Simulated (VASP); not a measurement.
**FeCu: single point with PBE**

The system is FeCu.

```
CELL_PARAMETERS angstrom
1.48470 -2.05210 0.00000
1.48470 2.05210 0.00000
0.00000 0.00000 4.27171
ATOMIC_POSITIONS crystal
Fe 0.00000 0.00000 0.00000
Cu 0.50000 0.50000 0.50000
```

| Item | Value |
| --- | --- |
| Program | VASP 6.6.1 |
| Task | single point |
| Functional | PBE |
| Potentials or basis | VASP PAW PBE potentials, release 64 (Fe, Cu) |
| Cutoff | 520 eV |
| k mesh | 12 × 12 × 7 |
| Occupations | fermi-dirac, width 0.03 eV |
| Spin | collinear spin, ferromagnetic start |
| Starting moments | [3.0, 0.0] μB |
| Dipole correction | no |
| Further INCAR settings | ALGO = Normal; EDIFF = 1e-07; NBANDS = 20 |

```json
{"Pressure": "-10.2 GPa", "Net moment": "2.74 μB per cell", "Site moments": "Fe +2.71; Cu +0.06 μB", "Valence electrons inside the program's atomic spheres": "Fe 6.96; Cu 9.95"}
```

Stress tensor (GPa, compression positive):
```
-10.63   0.00   0.00
  0.00 -10.62   0.00
  0.00   0.00  -9.33
```

Levels at points of the mesh, in eV from the Fermi level:
Spin up:
```csv
k point,band 7,band 8,band 9,band 10,band 11,band 12,band 13,band 14,band 15,band 16
"(0.00, 0.00, 0.00)",-2.19,-2.17,-1.55,-1.50,-1.16,-0.51,4.29,16.93,17.19,20.84
"(0.50, 0.00, 0.00)",-2.31,-2.08,-1.70,-1.22,0.28,1.24,8.40,8.42,8.68,9.64
"(0.50, 0.50, 0.00)",-1.60,-1.43,-1.23,-0.22,0.15,5.06,7.99,8.12,8.17,13.26
```
Spin down:
```csv
k point,band 4,band 5,band 6,band 7,band 8,band 9,band 10,band 11,band 12,band 13
"(0.00, 0.00, 0.00)",-2.45,-2.28,-2.06,-1.32,-0.91,-0.44,1.33,1.46,1.62,5.32
"(0.50, 0.00, 0.00)",-2.91,-2.19,-1.98,-1.53,-1.19,0.38,1.32,1.73,3.09,8.49
"(0.50, 0.50, 0.00)",-3.08,-1.50,-0.91,0.11,0.14,0.76,0.85,2.22,5.99,8.09
```

Wall time 3.9 min on 1 thread of Oxide Virtual Turin-like Processor, on a shared host, peak memory 0.22 GiB.

Caveat: the cell stands under tension.
